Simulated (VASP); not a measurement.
# Au (I4/mmm) in VASP: notebook

Runs on Au. Level: r2SCAN. Tasks: single point.

All numbers are computed with VASP 6.6.1; they aren't measurements. Logs are shortened: lines on timing, memory, paths and dates and some standing lists are left out, and cuts for length are marked.

## 1. The cell of the first run

It takes space group I4/mmm (No. 139, tetragonal). The conventional cell has a = 2.893 Å, b = 2.893 Å, c = 4.296 Å, α = 90.00°, β = 90.00°, γ = 90.00°. Au (site symmetry 4/mmm) has 12 Au at 2.89 to 2.97 Å within 3.8 Å.

## 2. Single point, r2SCAN (strain +0.000 along x and y, +0.050 along z)

File POSCAR:

```
Au
1.0
    0.0000000000      2.0455000000      2.1477750000
    2.0455000000      0.0000000000      2.1477750000
    2.0455000000      2.0455000000      0.0000000000
Au
1
Direct
    0.0000000000      0.0000000000      0.0000000000
```

File INCAR.step1:

```
SYSTEM = Au
PREC     = Accurate       ! precision mode
ENCUT    = 520            ! plane-wave cutoff, eV
ISMEAR   = 0              ! smearing method
SIGMA    = 0.15           ! smearing width, eV
LREAL    = .FALSE.        ! projectors in reciprocal space
LASPH    = .TRUE.         ! aspherical terms in the spheres
NELM     = 100            ! most SCF steps
NBANDS   = 12             ! bands
GGA      = PE             ! functional
ALGO     = Normal         ! electronic algorithm
EDIFF    = 1E-4           ! SCF threshold, eV
LWAVE    = .TRUE.         ! write WAVECAR
LCHARG   = .FALSE.        ! write CHGCAR
```

File INCAR.step2:

```
SYSTEM = Au
PREC     = Accurate       ! precision mode
ENCUT    = 520            ! plane-wave cutoff, eV
EDIFF    = 1E-6           ! SCF threshold, eV
ISMEAR   = 0              ! smearing method
SIGMA    = 0.15           ! smearing width, eV
LREAL    = .FALSE.        ! projectors in reciprocal space
LASPH    = .TRUE.         ! aspherical terms in the spheres
NELM     = 100            ! most SCF steps
ALGO     = Normal         ! electronic algorithm
ISIF     = 2              ! what is computed and relaxed
LWAVE    = .FALSE.        ! write WAVECAR
LCHARG   = .FALSE.        ! write CHGCAR
METAGGA  = R2SCAN         ! meta-GGA
LMIXTAU  = .TRUE.       
NBANDS   = 12             ! bands
ISTART   = 1
```

File KPOINTS:

```
regular mesh
0
G
  20 20 20
  0 0 0
```

Potentials or basis: VASP PAW PBE potentials, release 64 (Au).

Launch:

```sh
cat potpaw_PBE.64/Au/POTCAR > POTCAR
cp INCAR.step1 INCAR
mpirun -np 1 vasp_std > vasp.out
cp INCAR.step2 INCAR
mpirun -np 1 vasp_std > vasp.out
```

OUTCAR:

```text
SYSTEM = Au
   PREC = Accurate
   ENCUT = 520
   EDIFF = 1E-6
   ISMEAR = 0
   LREAL = .FALSE.
   LASPH = .TRUE.
   NELM = 100
   ISIF = 2
   METAGGA = R2SCAN
   ISTART = 1

 ion  position               nearest neighbor table
   1  0.000  0.000  0.000-

  LATTYP: Found a body centered tetragonal cell.
 ALAT       =     2.8927738418
 C/A-ratio  =     1.4849242405

  Lattice vectors:

 A1 = (  -2.0455000000,   0.0000000000,   2.1477750000)
 A2 = (   2.0455000000,   0.0000000000,   2.1477750000)
 A3 = (   0.0000000000,   2.0455000000,  -2.1477750000)

Analysis of symmetry for initial positions (statically):
=====================================================================
 Subroutine PRICEL returns:
 Original cell was already a primitive cell.

 Routine SETGRP: Setting up the symmetry group for a
 body centered tetragonal supercell.

 Subroutine GETGRP returns: Found 16 space group operations
 (whereof 16 operations were pure point group operations)
 out of a pool of 16 trial point group operations.

The static configuration has the point symmetry D_4h.

Analysis of symmetry for dynamics (positions and initial velocities):
=====================================================================
 Subroutine PRICEL returns:
 Original cell was already a primitive cell.

 Routine SETGRP: Setting up the symmetry group for a
 body centered tetragonal supercell.

 Subroutine GETGRP returns: Found 16 space group operations
 (whereof 16 operations were pure point group operations)
 out of a pool of 16 trial point group operations.

The dynamic configuration has the point symmetry D_4h.

 Subroutine INISYM returns: Found 16 space group operations
 (whereof 16 operations are pure point group operations),
 and found     1 'primitive' translations

----------------------------------------------------------------------------------------

                                     Primitive cell

  volume of cell :      17.9729

  direct lattice vectors                    reciprocal lattice vectors
     0.000000000  2.045500000  2.147775000    -0.244439012  0.244439012  0.232799059
     2.045500000  0.000000000  2.147775000     0.244439012 -0.244439012  0.232799059
     2.045500000  2.045500000  0.000000000     0.244439012  0.244439012 -0.232799059

  length of vectors
     2.965975000  2.965975000  2.892773842     0.416768837  0.416768837  0.416768837

  position of ions in fractional coordinates (direct lattice)
     0.000000000  0.000000000  0.000000000

  ion indices of the primitive-cell ions
   primitive index   ion index
                 1           1

[... 77 lines left out ...]
   ISIF   =      2    stress and relaxation
   ISYM   =      2    0-nonsym 1-usesym 2-fastsym
   POTIM  = 0.5000    time-step for ionic-motion
   TEBEG  =    0.0;   TEEND  =   0.0 temperature during run
   PSTRESS=    0.0 pullay stress
   NELECT =      11.0000    total number of electrons
   NUPDOWN=      -1.0000    fix difference up-down
   EMIN   =  10.00;   EMAX   =-10.00  energy-range for DOS
   EFERMI =   0.00;   METHOD = LEGACY
   ISMEAR =     0;   SIGMA  =   0.15  broadening in eV -4-tet -1-fermi 0-gaus
   EFERMI_NEDOS =   21; number of points for ismear=-14 and -15
   IALGO  =     38    algorithm
   IMIX   =      4    mixing-type and parameters
     AMIX     =   0.40;   BMIX     =  1.00
     AMIX_MAG =   1.60;   BMIX_MAG =  1.00
  volume/ion in A,a.u.               =      17.97       121.29
  Fermi-wavevector in a.u.,A,eV,Ry     =   1.389952  2.626628 26.286002  1.931967
  Thomas-Fermi vector in A             =   2.513934
   LORBIT       =      0    0 simple, 1 ext, 2 COOP (PROOUT), +10 PAW based schemes
   METAGGA = R2SCAN    functional components
   LHFCALC =     F    Hartree Fock is set to
   AEXX    =    0.0000 exact exchange contribution
   IVDW    =     0    specifies the selected vdW correction
   LEPSILON=     F    determine dielectric tensor
   LRPA    =     F    only Hartree local field effects (RPA)
 non-spin polarized calculation
 Gauss-broadening in eV      SIGMA  =   0.15
  energy-cutoff  :      520.00
  volume of cell :       17.97
 maximum number of plane-waves:       504
 NGX is ok and might be reduce to    24
   NGX = 11   NGY = 11   NGZ = 11

 number of electron      11.0000002 magnetization

 Free energy of the ion-electron system (eV)
  ---------------------------------------------------
  ext. energy  EPLUGINS =         0.00000000
  ---------------------------------------------------
  free energy    TOTEN  =       -50.59135362 eV

  energy without entropy =      -50.58870853  energy(sigma->0) =      -50.59003108

 E-fermi :   8.4815     XC(G=0): -13.2529

 val. band max:        8.4596192642   @ k =   0.5000   0.1000   0.3000
 cond. band min:       8.4865330734   @ k =   0.4500   0.4500   0.0000
 fundamental gap:      0.0269138093
 Fermi energy:         8.4815315729

 k-point     1 :       0.0000    0.0000    0.0000
  band No.  band energies     occupation
      1      -1.0509      2.00000
      2       3.5245      2.00000
      3       3.9512      2.00000
      4       3.9512      2.00000
      5       4.9583      2.00000
      6       5.4125      2.00000
      7      23.8811      0.00000
      8      27.1590      0.00000
      9      27.8360      0.00000
     10      27.8360      0.00000
     11      32.7303      0.00000
     12      36.3375      0.00000
[... 331 lines left out ...]
 k-point    24 :      -0.3500    0.0500    0.0000
  band No.  band energies     occupation
      1       1.4010      2.00000
      2       3.6758      2.00000
      3       4.1022      2.00000
      4       5.0674      2.00000
      5       5.7916      2.00000
      6       6.4774      2.00000
      7      15.0424      0.00000
      8      23.5469      0.00000
      9      25.9147      0.00000
     10      28.0618      0.00000
     11      32.0392      0.00000
     12      33.3415      0.00000

 [... further k-points ...]
[... 5 lines left out ...]
  --------------------------------------------------------------------------------------
  -------------------------------------------------------------------------------------
  Total       -0.3030341     -0.3030341     -0.4662163      0.0000000      0.0000000     -0.0000000
  in kB      -27.0137174    -27.0137174    -41.5604502      0.0000000      0.0000000     -0.0000000
  external PRESSURE =     -31.8626283 kB  Pullay stress =       0.0000000 kB

 VOLUME and BASIS-vectors are now :
 -----------------------------------------------------------------------------
  energy-cutoff  :      520.00
  volume of cell :       17.97
      direct lattice vectors                 reciprocal lattice vectors
     0.000000000  2.045500000  2.147775000    -0.244439012  0.244439012  0.232799059
     2.045500000  0.000000000  2.147775000     0.244439012 -0.244439012  0.232799059
     2.045500000  2.045500000  0.000000000     0.244439012  0.244439012 -0.232799059

 POSITION                                       TOTAL-FORCE (eV/Angst)
 -----------------------------------------------------------------------------------
      0.00000      0.00000      0.00000         0.000000      0.000000      0.000000
 -----------------------------------------------------------------------------------
    total drift:                               -0.000000      0.000000     -0.000000

  FREE ENERGIE OF THE ION-ELECTRON SYSTEM (eV)
  ---------------------------------------------------
  free  energy   TOTEN  =       -50.5913536237 eV

  energy  without entropy=      -50.5887085276  energy(sigma->0) =      -50.59003108
```

OUTCAR.step1:

```text
SYSTEM = Au
   PREC = Accurate
   ENCUT = 520
   ISMEAR = 0
   LREAL = .FALSE.
   LASPH = .TRUE.
   NELM = 100
[... 578 lines left out ...]
 -----------------------------------------------------------------------------------
      0.00000      0.00000      0.00000        -0.000000      0.000000     -0.000000
 -----------------------------------------------------------------------------------
    total drift:                               -0.000000      0.000000     -0.000000

  FREE ENERGIE OF THE ION-ELECTRON SYSTEM (eV)
  ---------------------------------------------------
  free  energy   TOTEN  =        -3.2204716217 eV

  energy  without entropy=       -3.2175233398  energy(sigma->0) =       -3.21899748
```

OSZICAR.step1:

```text
N       E                     dE             d eps       ncg     rms          rms(c)
DAV:   1     0.493114728747E+02    0.49311E+02   -0.55517E+03 15960   0.811E+02
DAV:   2    -0.277288416452E+01   -0.52084E+02   -0.49060E+02 18076   0.185E+02
DAV:   3    -0.348109680237E+01   -0.70821E+00   -0.70759E+00 18548   0.208E+01
DAV:   4    -0.348353322065E+01   -0.24364E-02   -0.24363E-02 18396   0.142E+00
DAV:   5    -0.348355190044E+01   -0.18680E-04   -0.18679E-04 18684   0.118E-01    0.795E+00
DAV:   6    -0.323755082816E+01    0.24600E+00   -0.69845E-01 16748   0.667E+00    0.520E+00
DAV:   7    -0.322232736627E+01    0.15223E-01   -0.52440E-02 18296   0.185E+00    0.264E+00
DAV:   8    -0.322048332920E+01    0.18440E-02   -0.10960E-03 17148   0.276E-01    0.232E-01
DAV:   9    -0.322047162171E+01    0.11707E-04   -0.64621E-06 10960   0.225E-02
   1 F= -.32204716E+01 E0= -.32189975E+01  d E =-.294828E-02
```

Run time: 2.3 min. Hardware: 1 thread of Intel Xeon 6975P-C (Granite Rapids), shared host; peak memory 0.25 GiB.

What came out:

```yaml
Free_energy: -50.5914 eV
Pressure: -3.2 GPa
Band_gap_on_the_k_mesh: zero (an odd number of electrons rules out a gap without spin polarisation)
```

Stress tensor (GPa, compression positive):
```
-2.70  0.00  0.00
 0.00 -2.70  0.00
 0.00  0.00 -4.16
```

Levels at points of the mesh, in eV from the Fermi level:
```csv
k point,band 3,band 4,band 5,band 6,band 7,band 8,band 9,band 10
"(0.00, 0.00, 0.00)",-4.53,-4.53,-3.52,-3.07,15.40,18.68,19.35,19.35
"(0.50, 0.00, 0.00)",-4.53,-2.24,-2.06,-0.56,2.89,14.66,17.11,18.06
"(0.50, 0.50, 0.00)",-2.19,-1.87,-1.87,0.82,4.81,10.94,10.94,17.98
"(0.50, 0.00, 0.50)",-2.23,-2.01,-1.65,1.61,5.95,10.07,10.08,17.23
```

Caveat: the cell differs from its parent crystal (strain +0.000 along x and y, +0.050 along z); the cell stands under tension; the PAW data sets were made with another functional, which shifts forces and pressure a little; spin-orbit coupling is left out, which moves the levels of the heavy elements.

## 3. Single point, r2SCAN (strain +0.025 along x and y, +0.000 along z)

File POSCAR:

```
Au
1.0
    0.0000000000      2.0966375000      2.0455000000
    2.0966375000      0.0000000000      2.0455000000
    2.0966375000      2.0966375000      0.0000000000
Au
1
Direct
    0.0000000000      0.0000000000      0.0000000000
```

File INCAR.step1:

```
SYSTEM = Au
  PREC = Accurate
  ENCUT = 520
  ISMEAR = 0
  SIGMA = 0.15
  LREAL = .False.
  LASPH = .True.
  NELM = 60
  NBANDS = 12
  GGA = PE
  ALGO = Normal
  EDIFF = 1E-4
  LWAVE = .True.
  LCHARG = .False.
```

File INCAR.step2:

```
SYSTEM = Au
  PREC = Accurate
  ENCUT = 520
  EDIFF = 1E-6
  ISMEAR = 0
  SIGMA = 0.15
  LREAL = .False.
  LASPH = .True.
  NELM = 60
  ALGO = Normal
  ISIF = 2
  LWAVE = .False.
  LCHARG = .False.
  METAGGA = R2SCAN
  LMIXTAU = .True.
  NBANDS = 12
  ISTART = 1
```

File KPOINTS:

```
regular mesh
0
Gamma
  20 20 20
  0 0 0
```

Potentials or basis: VASP PAW PBE potentials, release 64 (Au).

Launch:

```sh
cat potpaw_PBE.64/Au/POTCAR > POTCAR
cp INCAR.step1 INCAR
mpirun -np 1 vasp_std > vasp.out
cp INCAR.step2 INCAR
mpirun -np 1 vasp_std > vasp.out
```

It took 2.3 min on 1 thread of Intel Xeon 6975P-C (Granite Rapids), shared host; peak memory 0.26 GiB.

It converged, with:

| Item | Value |
| --- | --- |
| Free energy | -50.5931 eV |
| Pressure | -3.3 GPa |
| Band gap on the k mesh | zero (an odd number of electrons rules out a gap without spin polarisation) |

Stress tensor (GPa, compression positive):
```
-3.54  0.00  0.00
 0.00 -3.54  0.00
 0.00  0.00 -2.96
```

Levels at points of the mesh, in eV from the Fermi level:
| k point | band 3 | band 4 | band 5 | band 6 | band 7 | band 8 | band 9 | band 10 |
| --- | --- | --- | --- | --- | --- | --- | --- | --- |
| (0.00, 0.00, 0.00) | -4.71 | -4.51 | -3.37 | -3.15 | 15.40 | 19.03 | 19.03 | 19.39 |
| (0.50, 0.00, 0.00) | -4.59 | -2.17 | -2.07 | -0.53 | 2.90 | 14.83 | 17.22 | 17.83 |
| (0.50, 0.50, 0.00) | -2.18 | -1.80 | -1.80 | 1.64 | 5.96 | 10.08 | 10.08 | 17.21 |
| (0.50, 0.00, 0.50) | -2.18 | -1.90 | -1.73 | 1.22 | 5.39 | 10.51 | 10.53 | 17.62 |

Caveat: the cell differs from its parent crystal (strain +0.025 along x and y, +0.000 along z); the cell stands under tension; the PAW data sets were made with another functional, which shifts forces and pressure a little; spin-orbit coupling is left out, which moves the levels of the heavy elements.

## 4. Single point, r2SCAN (strain +0.025 along x and y, +0.050 along z)

File POSCAR:

```
Au
1.0
    0.0000000000      2.0966375000      2.1477750000
    2.0966375000      0.0000000000      2.1477750000
    2.0966375000      2.0966375000      0.0000000000
Au
1
Direct
    0.0000000000      0.0000000000      0.0000000000
```

File INCAR.step1:

```
PREC = Accurate
ENCUT = 520
ISMEAR = 0
SIGMA = 0.15
LREAL = F
LASPH = T
NELM = 80
NBANDS = 12
GGA = PE
ALGO = Normal
EDIFF = 1E-4
LWAVE = T
LCHARG = F
```

File INCAR.step2:

```
PREC = Accurate
ENCUT = 520
EDIFF = 1E-6
ISMEAR = 0
SIGMA = 0.15
LREAL = F
LASPH = T
NELM = 80
ALGO = Normal
ISIF = 2
LWAVE = F
LCHARG = F
METAGGA = R2SCAN
LMIXTAU = T
NBANDS = 12
ISTART = 1
```

File KPOINTS:

```
regular mesh
0
Gamma
  20 20 20
```

Launch:

```sh
cat potpaw_PBE.64/Au/POTCAR > POTCAR
cp INCAR.step1 INCAR
mpirun -np 1 vasp_std > vasp.out
cp INCAR.step2 INCAR
mpirun -np 1 vasp_std > vasp.out
```

It took 2.3 min on 1 thread of Intel Xeon 6975P-C (Granite Rapids), shared host; peak memory 0.26 GiB.

Results (log left out):

```yaml
Free_energy: -50.5580 eV
Pressure: -9.0 GPa
Band_gap_on_the_k_mesh: zero (an odd number of electrons rules out a gap without spin polarisation)
```

Stress tensor (GPa, compression positive):
```
-8.82  0.00  0.00
 0.00 -8.82  0.00
 0.00  0.00 -9.32
```

Levels at points of the mesh, in eV from the Fermi level:
```
           k point  band 4  band 5  band 6  band 7  band 8  band 9
(0.00, 0.00, 0.00)   -4.34   -3.23   -3.03   15.43   18.68   18.96
(0.50, 0.00, 0.00)   -2.13   -2.05   -0.30    2.65   14.82   16.86
(0.50, 0.50, 0.00)   -1.82   -1.82    1.25    4.85   10.49   10.49
(0.50, 0.00, 0.50)   -1.88   -1.72    1.63    5.38   10.07   10.08
```

Caveat: the cell differs from its parent crystal (strain +0.025 along x and y, +0.050 along z); the cell stands under tension; the PAW data sets were made with another functional, which shifts forces and pressure a little; spin-orbit coupling is left out, which moves the levels of the heavy elements.

## 5. The runs side by side

```tsv
cell	gap on the mesh (eV)	pressure (GPa)
a = 2.966, b = 2.966, c = 2.893 Å, angles 60.8, 60.8, 58.4°, 1 atom	none	-3.2
a = 2.929, b = 2.929, c = 2.965 Å, angles 59.6, 59.6, 60.8°, 1 atom	none	-3.3
a = 3.001, b = 3.001, c = 2.965 Å, angles 60.4, 60.4, 59.2°, 1 atom	none	-9.0
```

Alike in all rows: task single point; level r2SCAN; potentials or basis VASP PAW PBE potentials, release 64 (Au); no spin polarisation; k mesh 20 × 20 × 20; cutoff (eV) 520; smearing gaussian 0.15 eV.

Caveats: the cell stands under tension; the PAW data sets were made with another functional, which shifts forces and pressure a little; spin-orbit coupling is left out, which moves the levels of the heavy elements.

Absolute energies hang on the potentials; compare differences alone.
